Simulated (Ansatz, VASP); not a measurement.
One calculation of P, two programs

File POSCAR:

```
P
1.0
    1.5892303000     -5.0413650000      0.0000000000
    1.5892303000      5.0413650000      0.0000000000
    0.0000000000      0.0000000000      4.2059388000
P
4
Direct
    0.0980000000      0.9020000000      0.9100000000
    0.5980000000      0.4020000000      0.5900000000
    0.9020000000      0.0980000000      0.0900000000
    0.4020000000      0.5980000000      0.4100000000
```

INCAR.step1

```
PREC = Accurate ; ENCUT = 520
ISMEAR = 0 ; SIGMA = 0.05
LREAL = False ; LASPH = True
NELM = 80 ; NBANDS = 18
GGA = PE ; ALGO = Normal
EDIFF = 1E-4 ; LWAVE = True
LCHARG = False
```

Contents of INCAR.step2:

```
PREC = Accurate ; ENCUT = 520
EDIFF = 1E-7 ; ISMEAR = 0
SIGMA = 0.05 ; LREAL = False
LASPH = True ; NELM = 80
ALGO = Normal ; ISIF = 2
LWAVE = False ; LCHARG = False
METAGGA = R2SCAN ; LMIXTAU = True
NBANDS = 18 ; ISTART = 1
```

The input KPOINTS:

```
regular mesh
0
Gamma
  12 12 8
```

Input for Ansatz:

```yaml
crystal:
  lattice:
    - [1.5892303, -5.041365, 0.0]
    - [1.5892303, 5.041365, 0.0]
    - [0.0, 0.0, 4.2059388]
  atoms:
    - { symbol: P, position: [0.098, 0.902, 0.91] }
    - { symbol: P, position: [0.598, 0.402, 0.59] }
    - { symbol: P, position: [0.902, 0.098, 0.09] }
    - { symbol: P, position: [0.402, 0.598, 0.41] }
basis:
  ecutwfc: 500
kpoints:
  mp_grid: { grid: [12, 12, 8] }
hamiltonian:
  xc: r2scan
scf:
  occupations: { method: gaussian, width: 0.05 }
output:
  forces: true
  stress: true
  eigenvalues: true
```

Alike in both runs: task single point; functional r2SCAN; k mesh 12 × 12 × 8; occupations gaussian, width 0.05 eV; no spin polarisation.

|  | VASP | Ansatz |
| --- | --- | --- |
| version | VASP 6.6.1 | Ansatz 0.2.0 |
| potentials or method | VASP PAW PBE potentials, release 64 (P), cutoff 520 eV | scalar-relativistic, plane waves, PAW |
| valence electrons in the cell | 20 | 20 |

VASP gave:

```
gap on the k mesh at the Fermi level (eV)                     : none
pressure (GPa)                                                : 19.6
traceless stress, the component that is largest in VASP (GPa) : -2.22
rms of the force components (eV/Å)                            : 1.125
```

Q: What did Ansatz give for the same quantities?

A: gap on the k mesh at the Fermi level (eV): none; pressure (GPa): 20.7; traceless stress, the component that is largest in VASP (GPa): -2.40; rms of the force components (eV/Å): 1.208.

VASP's potentials were made for PBE, not for r2SCAN. Atom by atom the forces differ by 0.083 eV/Å (rms over components). A gap of «none» marks a metal or a gap that the smearing closes. With one functional, cell and mesh, what is left measures potentials, basis and numerics.
